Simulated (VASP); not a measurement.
Write the native input for VASP 6.6.1 that does the following.

| Item | Value |
| --- | --- |
| Task | single point |
| Functional | PBEsol |
| Potentials or basis | VASP PAW PBE potentials, release 64 (Li_sv, H) |
| Cutoff | 520 eV |
| k mesh | 3 × 3 × 3 |
| Occupations | gaussian, width 0.15 eV |
| Spin | no spin polarisation |
| Dipole correction | no |
| Further INCAR settings | LREAL = Auto; ALGO = Normal; EDIFF = 1e-07; NBANDS = 38 |

The structure of Li16H (a cell with a defect) lies in POSCAR:

```
Li16H
1.0
    6.9800000000      0.0000000000      0.0000000000
    0.0000000000      6.9800000000      0.0000000000
    0.0000000000      0.0000000000      6.9800000000
Li H
16 1
Direct
   -0.0229252149     -0.0000170487     -0.0346382521
    0.5092449857     -0.0001234957     -0.0057891117
    0.0264272206      0.4999671920      0.0047743553
   -0.0294121777      0.0004040115      0.5206363897
    0.2482885387      0.2251451289      0.2577104585
    0.4842591691      0.5000247851      0.0079951289
    0.5429590258      0.0005577364      0.5216637536
    0.7567246418      0.2616464183      0.2396714900
    0.0108124642      0.5002567335      0.4926719198
    0.2481879656      0.7751542980      0.2578934097
    0.2568306590      0.2499351003      0.7410988539
    0.4934138968      0.5003687679      0.4826583095
    0.7567948424      0.7382230659      0.2400220630
    0.7507116046      0.2725242120      0.7495590258
    0.2568426934      0.7499184814      0.7412143266
    0.7508822350      0.7264339542      0.7504163324
    0.7711716332     -0.0014921203      0.7184563037
```

These files were run (other wordings do the same):

INCAR

```
SYSTEM = Li16H
  ALGO = Normal
  EDIFF = 1E-7
  ENCUT = 520
  GGA = PS
  ISIF = 2
  ISMEAR = 0
  LASPH = .True.
  LCHARG = .True.
  LELF = .True.
  LREAL = Auto
  LVHAR = .True.
  LWAVE = .False.
  NBANDS = 38
  NELM = 100
  PREC = Accurate
  SIGMA = 0.15
```

KPOINTS

```
k-points
0
Gamma
  3 3 3
  0 0 0
```

Potentials or basis: VASP PAW PBE potentials, release 64 (Li_sv, H).

Run with:

```console
$ cat potpaw_PBE.64/Li_sv/POTCAR potpaw_PBE.64/H/POTCAR > POTCAR
$ mpirun -np 1 vasp_std > vasp.out
```

Results of the run:

| Property | Result |
| --- | --- |
| Largest force | 0.055 eV/Å |
| Band gap on the k mesh | zero (an odd number of electrons rules out a gap without spin polarisation) |

Caveat: the PAW data sets were made with another functional, which shifts forces and pressure a little.

It took 4.9 min on 1 thread of Oxide Virtual Turin-like Processor, on a shared host, peak memory 0.38 GiB.
